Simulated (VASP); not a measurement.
A run of VASP 6.6.1:

The input INCAR:

```
SYSTEM = As
ALGO     = Normal         ! electronic algorithm
EDIFF    = 1E-7           ! SCF threshold, eV
ENCUT    = 520            ! plane-wave cutoff, eV
GGA      = CA             ! functional
ISIF     = 2              ! what is computed and relaxed
ISMEAR   = -1             ! smearing method
LASPH    = .TRUE.         ! aspherical terms in the spheres
LCHARG   = .FALSE.        ! write CHGCAR
LREAL    = .FALSE.        ! projectors in reciprocal space
LWAVE    = .FALSE.        ! write WAVECAR
NBANDS   = 12             ! bands
NELM     = 100            ! most SCF steps
PREC     = Accurate       ! precision mode
SIGMA    = 0.05           ! smearing width, eV
```

Contents of KPOINTS:

```
k-points
0
G
  9 9 9
  0 0 0
```

The input POSCAR:

```
As
1.0
    1.8424025153      1.0637115881      3.4423263150
   -1.8424025153      1.0637115881      3.4423263150
    0.0000000000     -2.1274231763      3.4423263150
As
2
Direct
    0.2260000000      0.2260000000      0.2260000000
    0.7740000000      0.7740000000      0.7740000000
```

Potentials or basis: VASP PAW LDA potentials, release 64 (As).

The run is started by

```sh
$ cat potpaw_LDA.64/As/POTCAR > POTCAR
$ mpirun -np 1 vasp_std > vasp.out
```

Hardware: 1 thread of Intel(R) Xeon(R) 6975P-C (Granite Rapids), with other jobs on the host.

Task: How long does it take, and how much memory?

Result: Wall time 15 s on 1 thread of Intel(R) Xeon(R) 6975P-C (Granite Rapids), on a shared host, peak memory 0.16 GiB. Counts: scf iterations 12, k points 85.
